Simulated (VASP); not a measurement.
# BAs (F-43m) in VASP: further runs

BAs is run at these levels: PBEsol, LDA, PBE+D3(BJ), r2SCAN; tasks: single point, relaxation of cell and atoms.

Program: VASP 6.6.1. These are calculated values, not measurements. Logs are shortened: lines on timing, memory, paths and dates and some standing lists are left out, and cuts for length are marked.

### 1 The cell of the first run

It takes space group F-43m (No. 216, cubic). Conventional cell: a = 4.768 Å, b = 4.768 Å, c = 4.768 Å, α = 90.00°, β = 90.00°, γ = 90.00°. B (site symmetry -43m) has 4 As at 2.06 Å within 2.7 Å. Within 2.7 Å of As (site symmetry -43m) lie 4 B at 2.06 Å.

### 2 Single point, PBEsol

The input, INCAR:

```
  PREC = Accurate
  ENCUT = 520
  EDIFF = 1E-6
  ISMEAR = 0
  SIGMA = 0.01
  LREAL = False
  LASPH = True
  NELM = 100
  ALGO = Normal
  ISIF = 2
  LWAVE = False
  LCHARG = False
  GGA = PS
  NBANDS = 11
```

The input, KPOINTS:

```
regular mesh
0
Gamma
  8 8 8
```

The input, POSCAR:

```
BAs
1.0
    0.0000000000      2.3839466970      2.3839466970
    2.3839466970      0.0000000000      2.3839466970
    2.3839466970      2.3839466970      0.0000000000
B As
1 1
Direct
    0.0000000000      0.0000000000      0.0000000000
    0.2500000000      0.2500000000      0.2500000000
```

Potentials or basis: VASP PAW PBE potentials, release 64 (B, As).

Run with:

```console
$ cat potpaw_PBE.64/B/POTCAR potpaw_PBE.64/As/POTCAR > POTCAR
$ mpirun -np 1 vasp_std > vasp.out
```

OUTCAR:

```text
PREC = Accurate
   ENCUT = 520
   EDIFF = 1E-6
   ISMEAR = 0
   LREAL = False
   LASPH = True
   NELM = 100
   ISIF = 2
   GGA = PS

 ion  position               nearest neighbor table
   1  0.000  0.000  0.000-   2 2.06   2 2.06   2 2.06   2 2.06
   2  0.250  0.250  0.250-   1 2.06   1 2.06   1 2.06   1 2.06

  LATTYP: Found a face centered cubic cell.
 ALAT       =     4.7678933940

  Lattice vectors:

 A1 = (   0.0000000000,   2.3839466970,   2.3839466970)
 A2 = (   2.3839466970,   0.0000000000,   2.3839466970)
 A3 = (   2.3839466970,   2.3839466970,   0.0000000000)

Analysis of symmetry for initial positions (statically):
=====================================================================
 Subroutine PRICEL returns:
 Original cell was already a primitive cell.

 Routine SETGRP: Setting up the symmetry group for a
 face centered cubic supercell.

 Subroutine GETGRP returns: Found 24 space group operations
 (whereof 24 operations were pure point group operations)
 out of a pool of 48 trial point group operations.

The static configuration has the point symmetry T_d .

Analysis of symmetry for dynamics (positions and initial velocities):
=====================================================================
 Subroutine PRICEL returns:
 Original cell was already a primitive cell.

 Routine SETGRP: Setting up the symmetry group for a
 face centered cubic supercell.

 Subroutine GETGRP returns: Found 24 space group operations
 (whereof 24 operations were pure point group operations)
 out of a pool of 48 trial point group operations.

The dynamic configuration has the point symmetry T_d .

 Subroutine INISYM returns: Found 24 space group operations
 (whereof 24 operations are pure point group operations),
 and found     1 'primitive' translations

----------------------------------------------------------------------------------------

                                     Primitive cell

  volume of cell :      27.0969

  direct lattice vectors                    reciprocal lattice vectors
     0.000000000  2.383946697  2.383946697    -0.209736233  0.209736233  0.209736233
     2.383946697  0.000000000  2.383946697     0.209736233 -0.209736233  0.209736233
     2.383946697  2.383946697  0.000000000     0.209736233  0.209736233 -0.209736233

  length of vectors
     3.371409751  3.371409751  3.371409751     0.363273812  0.363273812  0.363273812

  position of ions in fractional coordinates (direct lattice)
     0.000000000  0.000000000  0.000000000
     0.250000000  0.250000000  0.250000000

  ion indices of the primitive-cell ions
   primitive index   ion index
                 1           1
                 2           2

----------------------------------------------------------------------------------------

 KPOINTS: regular mesh

Automatic generation of k-mesh.
 Grid dimensions read from file:
 generate k-points for:    8    8    8

 Generating k-lattice:

  Cartesian coordinates                     Fractional coordinates (reciprocal lattice)
    -0.026217029  0.026217029  0.026217029     0.125000000  0.000000000  0.000000000
     0.026217029 -0.026217029  0.026217029     0.000000000  0.125000000  0.000000000
     0.026217029  0.026217029 -0.026217029     0.000000000  0.000000000  0.125000000

  Length of vectors
     0.045409226  0.045409226  0.045409226

  Shift w.r.t. Gamma in fractional coordinates (k-lattice)
     0.000000000  0.000000000  0.000000000

 Subroutine IBZKPT returns following result:
 ===========================================

 Found     29 irreducible k-points:

 Following reciprocal coordinates:
            Coordinates               Weight
  0.000000  0.000000  0.000000      1.000000
  0.125000  0.000000  0.000000      8.000000
  0.250000  0.000000  0.000000      8.000000
  0.375000  0.000000  0.000000      8.000000
  0.500000  0.000000  0.000000      4.000000
  0.125000  0.125000  0.000000      6.000000
[... 16 lines left out ...]
  0.500000  0.250000  0.125000     48.000000
 -0.375000  0.250000  0.125000     24.000000
 [... further k-points ...]
   k-points           NKPTS =     29   k-points in BZ     NKDIM =     29   number of bands    NBANDS=     11
   number of dos      NEDOS =    301   number of ions     NIONS =      2
   total plane-waves  NPLWV =  21952
   dimension x,y,z NGX =    28 NGY =   28 NGZ =   28
   dimension x,y,z NGXF=    56 NGYF=   56 NGZF=   56
   ions per type =               1   1
   NGX,Y,Z   is equivalent  to a cutoff of  13.81, 13.81, 13.81 a.u.
   NGXF,Y,Z  is equivalent  to a cutoff of  27.61, 27.61, 27.61 a.u.
 SYSTEM =  unknown system
   PREC   = accura    normal or accurate (medium, high low for compatibility)
   ISTART =      0    job   : 0-new  1-cont  2-samecut
   ICHARG =      2    charge: 1-file 2-atom 10-const
   ISPIN  =      1    spin polarized calculation?
   LNONCOLLINEAR =      F non collinear calculations
   LSORBIT =      F    spin-orbit coupling
   LASPH  =      T    aspherical Exc in radial PAW
   ENCUT  =  520.0 eV  38.22 Ry    6.18 a.u.   6.27  6.27  6.27*2*pi/ulx,y,z
   NELM   =    100;   NELMIN=  2; NELMDL= -5     # of ELM steps
   EDIFF  = 0.1E-05   stopping-criterion for ELM
   LREAL  =      F    real-space projection
   EDIFFG = 0.1E-04   stopping-criterion for IOM
   NSW    =      0    number of steps for IOM
   IBRION =     -1    ionic relax: 0-MD 1-quasi-New 2-CG
   NFREE  =      0    steps in history (QN), initial steepest desc. (CG)
   ISIF   =      2    stress and relaxation
   ISYM   =      2    0-nonsym 1-usesym 2-fastsym
   POTIM  = 0.5000    time-step for ionic-motion
   TEBEG  =    0.0;   TEEND  =   0.0 temperature during run
   PSTRESS=    0.0 pullay stress
   NELECT =       8.0000    total number of electrons
   NUPDOWN=      -1.0000    fix difference up-down
   EMIN   =  10.00;   EMAX   =-10.00  energy-range for DOS
   EFERMI =   0.00;   METHOD = LEGACY
   ISMEAR =     0;   SIGMA  =   0.01  broadening in eV -4-tet -1-fermi 0-gaus
   EFERMI_NEDOS =   21; number of points for ismear=-14 and -15
   IALGO  =     38    algorithm
   IMIX   =      4    mixing-type and parameters
     AMIX     =   0.40;   BMIX     =  1.00
     AMIX_MAG =   1.60;   BMIX_MAG =  1.00
  volume/ion in A,a.u.               =      13.55        91.43
  Fermi-wavevector in a.u.,A,eV,Ry     =   1.090097  2.059984 16.167945  1.188310
  Thomas-Fermi vector in A             =   2.226314
   LORBIT       =      0    0 simple, 1 ext, 2 COOP (PROOUT), +10 PAW based schemes
   GGA     = PS    functional components
   LHFCALC =     F    Hartree Fock is set to
   AEXX    =    0.0000 exact exchange contribution
   IVDW    =     0    specifies the selected vdW correction
   LEPSILON=     F    determine dielectric tensor
   LRPA    =     F    only Hartree local field effects (RPA)
 non-spin polarized calculation
 Gauss-broadening in eV      SIGMA  =   0.01
  energy-cutoff  :      520.00
  volume of cell :       27.10
 maximum number of plane-waves:       745
 NGX is ok and might be reduce to    28
   NGX = 13   NGY = 13   NGZ = 13

 number of electron       8.0000000 magnetization

 Free energy of the ion-electron system (eV)
  ---------------------------------------------------
  ext. energy  EPLUGINS =         0.00000000
  ---------------------------------------------------
  free energy    TOTEN  =       -12.20107820 eV

  energy without entropy =      -12.20107820  energy(sigma->0) =      -12.20107820

 E-fermi :   6.1880     XC(G=0): -10.7550

 val. band max:        6.1082318409   @ k =   0.0000   0.0000   0.0000
 cond. band min:       7.1947624236   @ k =   0.3750   0.3750   0.0000
 fundamental gap:      1.0865305827
 Fermi energy:         6.1879566784

 k-point     1 :       0.0000    0.0000    0.0000
  band No.  band energies     occupation
      1      -9.3816      2.00000
      2       6.1082      2.00000
      3       6.1082      2.00000
      4       6.1082      2.00000
      5       9.3548      0.00000
      6       9.3548      0.00000
      7       9.3548      0.00000
      8      10.8628      0.00000
      9      15.4824      0.00000
     10      19.0619      0.00000
     11      19.0619      0.00000

 k-point     2 :       0.1250    0.0000    0.0000
  band No.  band energies     occupation
      1      -9.1237      2.00000
      2       4.1242      2.00000
      3       5.6628      2.00000
      4       5.6628      2.00000
      5       9.4858      0.00000
      6       9.9393      0.00000
      7       9.9393      0.00000
      8      12.1110      0.00000
      9      16.4540      0.00000
     10      17.6636      0.00000
     11      17.6636      0.00000

 k-point     3 :       0.2500    0.0000    0.0000
  band No.  band energies     occupation
      1      -8.3719      2.00000
      2       1.1243      2.00000
      3       4.9451      2.00000
      4       4.9451      2.00000
      5       9.1636      0.00000
      6      10.7366      0.00000
      7      10.7366      0.00000
      8      13.9946      0.00000
      9      17.2278      0.00000
     10      17.2722      0.00000
     11      17.2722      0.00000

 k-point     4 :       0.3750    0.0000    0.0000
  band No.  band energies     occupation
      1      -7.2527      2.00000
      2      -1.4807      2.00000
      3       4.4425      2.00000
      4       4.4425      2.00000
      5       8.8907      0.00000
      6      10.8980      0.00000
      7      10.8980      0.00000
      8      14.8248      0.00000
      9      17.8014      0.00000
     10      18.7496      0.00000
     11      18.7496      0.00000
[... 239 lines left out ...]
 k-point    22 :       0.3750    0.2500    0.1250
  band No.  band energies     occupation
      1      -7.7144      2.00000
      2       0.8864      2.00000
      3       2.3343      2.00000
      4       4.0610      2.00000
      5       9.2801      0.00000
      6      11.3363      0.00000
      7      11.9586      0.00000
      8      13.2922      0.00000
      9      16.8068      0.00000
     10      19.3472      0.00000
     11      20.2560      0.00000

 k-point    23 :       0.5000    0.2500    0.1250
  band No.  band energies     occupation
      1      -6.6342      2.00000
      2      -1.1039      2.00000
      3       1.6136      2.00000
      4       3.3317      2.00000
      5       9.9032      0.00000
      6      11.1316      0.00000
      7      12.5932      0.00000
      8      14.1618      0.00000
      9      17.4676      0.00000
     10      19.3872      0.00000
     11      21.5412      0.00000

 k-point    24 :      -0.3750    0.2500    0.1250
  band No.  band energies     occupation
      1      -5.8991      2.00000
      2      -2.2485      2.00000
      3       1.4954      2.00000
      4       2.9890      2.00000
      5      10.0200      0.00000
      6      10.8142      0.00000
      7      13.5711      0.00000
      8      15.1133      0.00000
      9      16.3703      0.00000
     10      20.2591      0.00000
     11      21.2386      0.00000

 [... further k-points ...]
[... 5 lines left out ...]
  --------------------------------------------------------------------------------------
  -------------------------------------------------------------------------------------
  Total        0.1479876      0.1479876      0.1479876      0.0000000      0.0000000      0.0000000
  in kB        8.7501647      8.7501647      8.7501647      0.0000000      0.0000000      0.0000000
  external PRESSURE =       8.7501647 kB  Pullay stress =       0.0000000 kB

 VOLUME and BASIS-vectors are now :
 -----------------------------------------------------------------------------
  energy-cutoff  :      520.00
  volume of cell :       27.10
      direct lattice vectors                 reciprocal lattice vectors
     0.000000000  2.383946697  2.383946697    -0.209736233  0.209736233  0.209736233
     2.383946697  0.000000000  2.383946697     0.209736233 -0.209736233  0.209736233
     2.383946697  2.383946697  0.000000000     0.209736233  0.209736233 -0.209736233

 POSITION                                       TOTAL-FORCE (eV/Angst)
 -----------------------------------------------------------------------------------
      0.00000      0.00000      0.00000        -0.000000     -0.000000     -0.000000
      1.19197      1.19197      1.19197         0.000000      0.000000      0.000000
 -----------------------------------------------------------------------------------
    total drift:                               -0.000000     -0.000000     -0.000000

  FREE ENERGIE OF THE ION-ELECTRON SYSTEM (eV)
  ---------------------------------------------------
  free  energy   TOTEN  =       -12.2010781975 eV

  energy  without entropy=      -12.2010781975  energy(sigma->0) =      -12.20107820
```

Wall time 6.4 s (1 thread of AMD EPYC 9R45 (Zen 5), shared host); peak memory 0.13 GiB.

What came out:

```
Free energy            : -12.2011 eV
Pressure               : 0.9 GPa
Band gap on the k mesh : 1.09 eV, indirect (least direct gap 3.25 eV)
```

Caveat: the PAW data sets were made with another functional, which shifts forces and pressure a little. Expect the measured gap to be larger: semilocal functionals such as PBEsol lack the derivative discontinuity.

### 3 Single point, LDA

This run uses another cell than the first one, of 13.24 Å³/atom, 0.978 times its volume.

The input, INCAR:

```
PREC = Accurate
ENCUT = 520
EDIFF = 1E-6
ISMEAR = 0
SIGMA = 0.01
LREAL = F
LASPH = T
NELM = 60
ALGO = Normal
ISIF = 2
LWAVE = F
LCHARG = F
GGA = CA
NBANDS = 11
```

The input, KPOINTS:

```
Automatic mesh
0
Gamma
  8 8 8
```

The input, POSCAR:

```
BAs
1.0
    0.0000000000      2.3659412694      2.3659412694
    2.3659412694      0.0000000000      2.3659412694
    2.3659412694      2.3659412694      0.0000000000
B As
1 1
Direct
    0.0000000000      0.0000000000      0.0000000000
    0.2500000000      0.2500000000      0.2500000000
```

Potentials or basis: VASP PAW LDA potentials, release 64 (B, As).

Run with:

```console
$ cat potpaw_LDA.64/B/POTCAR potpaw_LDA.64/As/POTCAR > POTCAR
$ mpirun -np 1 vasp_std > vasp.out
```

OUTCAR:

```text
PREC = Accurate
   ENCUT = 520
   EDIFF = 1E-6
   ISMEAR = 0
   LREAL = F
   LASPH = T
   NELM = 60
   ISIF = 2
   GGA = CA

 ion  position               nearest neighbor table
   1  0.000  0.000  0.000-   2 2.05   2 2.05   2 2.05   2 2.05
   2  0.250  0.250  0.250-   1 2.05   1 2.05   1 2.05   1 2.05

  LATTYP: Found a face centered cubic cell.
 ALAT       =     4.7318825388

  Lattice vectors:

 A1 = (   0.0000000000,   2.3659412694,   2.3659412694)
 A2 = (   2.3659412694,   0.0000000000,   2.3659412694)
 A3 = (   2.3659412694,   2.3659412694,   0.0000000000)
[... 512 lines left out ...]
      6      11.2926      0.00000
      7      14.0329      0.00000
      8      15.5960      0.00000
      9      16.8602      0.00000
     10      20.7818      0.00000
     11      21.7927      0.00000

 [... further k-points ...]
[... 5 lines left out ...]
  --------------------------------------------------------------------------------------
  -------------------------------------------------------------------------------------
  Total        0.1630353      0.1630353      0.1630353     -0.0000000     -0.0000000      0.0000000
  in kB        9.8616691      9.8616691      9.8616691     -0.0000000     -0.0000000      0.0000000
  external PRESSURE =       9.8616691 kB  Pullay stress =       0.0000000 kB

 VOLUME and BASIS-vectors are now :
 -----------------------------------------------------------------------------
  energy-cutoff  :      520.00
  volume of cell :       26.49
      direct lattice vectors                 reciprocal lattice vectors
     0.000000000  2.365941269  2.365941269    -0.211332380  0.211332380  0.211332380
     2.365941269  0.000000000  2.365941269     0.211332380 -0.211332380  0.211332380
     2.365941269  2.365941269  0.000000000     0.211332380  0.211332380 -0.211332380

 POSITION                                       TOTAL-FORCE (eV/Angst)
 -----------------------------------------------------------------------------------
      0.00000      0.00000      0.00000        -0.000000      0.000000      0.000000
      1.18297      1.18297      1.18297         0.000000     -0.000000     -0.000000
 -----------------------------------------------------------------------------------
    total drift:                               -0.000000     -0.000000     -0.000000

  FREE ENERGIE OF THE ION-ELECTRON SYSTEM (eV)
  ---------------------------------------------------
  free  energy   TOTEN  =       -12.9237387711 eV

  energy  without entropy=      -12.9237387711  energy(sigma->0) =      -12.92373877
```

stdout:

```text
POSCAR found type information on POSCAR B As
 POSCAR found :  2 types and       2 ions
 scaLAPACK will be used
 LDA part: xc-table for (Slater(with rela. corr.)+CA(PZ))
 , standard interpolation
 POSCAR, INCAR and KPOINTS ok, starting setup
 FFT: planning ... GRIDC
 FFT: planning ... GRID_SOFT
 FFT: planning ... GRID
 WAVECAR not read
 entering main loop
```

It took 5.7 s on 1 thread of AMD EPYC 9R45 (Zen 5), shared host; peak memory 0.11 GiB.

What came out:

```
Free energy            : -12.9237 eV
Pressure               : 1.0 GPa
Band gap on the k mesh : 1.11 eV, indirect (least direct gap 3.29 eV)
```

A k mesh can miss the band edges. As with any semilocal functional, this LDA gap is likely too small.

### 4 Single point, PBE+D3(BJ)

This run uses another cell than the first one, of 13.52 Å³/atom, 0.998 times its volume.

The input, INCAR:

```
  PREC = Accurate
  ENCUT = 520
  EDIFF = 1E-6
  ISMEAR = 0
  SIGMA = 0.01
  LREAL = False
  LASPH = True
  NELM = 100
  ALGO = Normal
  ISIF = 2
  LWAVE = False
  LCHARG = True
  GGA = PE
  IVDW = 12
  LELF = True
  LVHAR = True
  NBANDS = 11
```

The input, KPOINTS:

```
regular mesh
0
Gamma
  8 8 8
```

The input, POSCAR:

```
BAs
1.0
    0.0000000000      2.3820914785      2.3820914785
    2.3820914785      0.0000000000      2.3820914785
    2.3820914785      2.3820914785      0.0000000000
B As
1 1
Direct
    0.0000000000      0.0000000000      0.0000000000
    0.2500000000      0.2500000000      0.2500000000
```

Potentials or basis: VASP PAW PBE potentials, release 64 (B, As).

Run with:

```console
$ cat potpaw_PBE.64/B/POTCAR potpaw_PBE.64/As/POTCAR > POTCAR
$ mpirun -np 1 vasp_std > vasp.out
```

Wall time 7.1 s (1 thread of AMD EPYC 9R45 (Zen 5), shared host); peak memory 0.14 GiB.

The run converged. Its results:

```yaml
Free_energy: -12.0638 eV
Pressure: 0.7 GPa
Band_gap_on_the_k_mesh: 1.18 eV, indirect (least direct gap 3.29 eV)
Dispersion_energy_per_atom: -0.333 eV
```

Levels at points of the mesh, in eV from the valence-band top:
```tsv
k point	band 1	band 2	band 3	band 4	band 5	band 6	band 7	band 8	band 9
(0.00, 0.00, 0.00)	-15.48	0.00	0.00	0.00	3.29	3.29	3.29	4.79	9.62
(0.50, 0.00, 0.00)	-12.57	-8.85	-1.84	-1.84	2.74	4.79	4.79	8.88	12.77
(0.50, 0.50, 0.00)	-11.24	-8.58	-4.11	-4.11	1.42	1.43	11.44	11.44	12.94
```

(Continued in part 2 of 2.)
